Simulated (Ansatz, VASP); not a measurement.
# Two plane-wave programs on PtS2

```xyz
12
Lattice="7.1666 0.0000 0.0000 -3.5833 6.2065 0.0000 0.0000 0.0000 22.6283" Properties=species:S:1:pos:R:3 pbc="T T T"
S     1.7917    1.0344    8.0000
S     0.0000    4.1376    8.0000
S     5.3750    1.0344    8.0000
S     3.5833    4.1376    8.0000
S     0.0000    2.0633   10.4370
S    -1.7977    5.1761   10.4311
S     3.5833    2.0668   10.4380
S     1.7977    5.1761   10.4311
Pt    0.0000    0.0021    9.2123
Pt   -1.7904    3.1027    9.2211
Pt    3.5833   -0.0003    9.2174
Pt    1.7904    3.1027    9.2211
```

Alike in both runs: task single point; functional PBE; dispersion D3(BJ); k mesh 3 × 3 × 1; occupations gaussian, width 0.05 eV; no spin polarisation.

|  | VASP | Ansatz |
| --- | --- | --- |
| version | VASP 6.6.1 | Ansatz 0.2.0 |
| potentials or method | VASP PAW PBE potentials, release 64 (S, Pt), cutoff 520 eV | scalar-relativistic, plane waves, PAW |
| valence electrons in the cell | 88 | 120 |

Ansatz gave:

```
gap on the k mesh at the Fermi level (eV) : 2.03
least direct gap on the mesh (eV)         : 2.07
rms of the force components (eV/Å)        : 0.027
```

Q: Estimate VASP's values.

A: gap on the k mesh at the Fermi level (eV): 2.03; least direct gap on the mesh (eV): 2.07; rms of the force components (eV/Å): 0.030.

VASP's potentials hold 88 valence electrons a cell and Ansatz's 120, so a difference there can come from the potentials and not from the codes.

Spin-orbit coupling is off throughout.
